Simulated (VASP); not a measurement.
Set up this calculation in VASP 6.6.1, as the native input.

```
Task                   : single point
Functional             : PBEsol
Dispersion             : D3(BJ)
Potentials or basis    : VASP PAW PBE potentials, release 64 (Sn_d, O)
Cutoff                 : 600 eV
k mesh                 : 14 × 14 × 12
Occupations            : gaussian, width 0.15 eV
Spin                   : no spin polarisation
Dipole correction      : no
Further INCAR settings : ALGO = Normal; EDIFF = 1e-06; NBANDS = 28
```

The structure of SnO lies in POSCAR:

```
SnO
1.0
    4.0615306490      0.0000000000      0.0000000000
    0.0000000000      4.0615306490      0.0000000000
    0.0000000000      0.0000000000      3.9325932995
Sn O
2 2
Direct
    0.0000000000      0.5000000000      0.2532585894
    0.5000000000      0.0000000000      0.7467414106
    0.0000000000      0.0000000000      0.0000000000
    0.5000000000      0.5000000000      0.0000000000
```

This cell differs from its parent crystal: ratio of the length along z to the lengths across it x 0.8, volume and fractional coordinates fixed.

The input as run:

INCAR

```
PREC = Accurate
ENCUT = 600
EDIFF = 1E-6
ISMEAR = 0
SIGMA = 0.15
LREAL = False
LASPH = True
NELM = 120
ALGO = Normal
ISIF = 2
LWAVE = False
LCHARG = False
GGA = PS
IVDW = 12
NBANDS = 28
GGA_COMPAT = False
```

KPOINTS

```
Automatic mesh
0
Gamma
  14 14 12
```

Potentials or basis: VASP PAW PBE potentials, release 64 (Sn_d, O).

Launch:

```console
$ cat potpaw_PBE.64/Sn_d/POTCAR potpaw_PBE.64/O/POTCAR > POTCAR
$ mpirun -np 1 vasp_std > vasp.out
```

It gave:

The pressure is -3.0 GPa, the largest force is 0.308 eV/Å and the band gap on the k mesh is 0.58 eV (least direct gap 0.99 eV). The dispersion energy per atom is -0.233 eV.

Caveat: the stress differs along the axes, from -7 to 5 GPa; semilocal functionals underestimate gaps, and a narrow one can read as zero; the PAW data sets were made with another functional, which shifts forces and pressure a little; spin-orbit coupling is left out, which moves the levels of the heavy elements.

Run time: 12 min on 1 thread of Oxide Virtual Turin-like Processor, with other jobs on the host, peak memory 0.5 GiB.
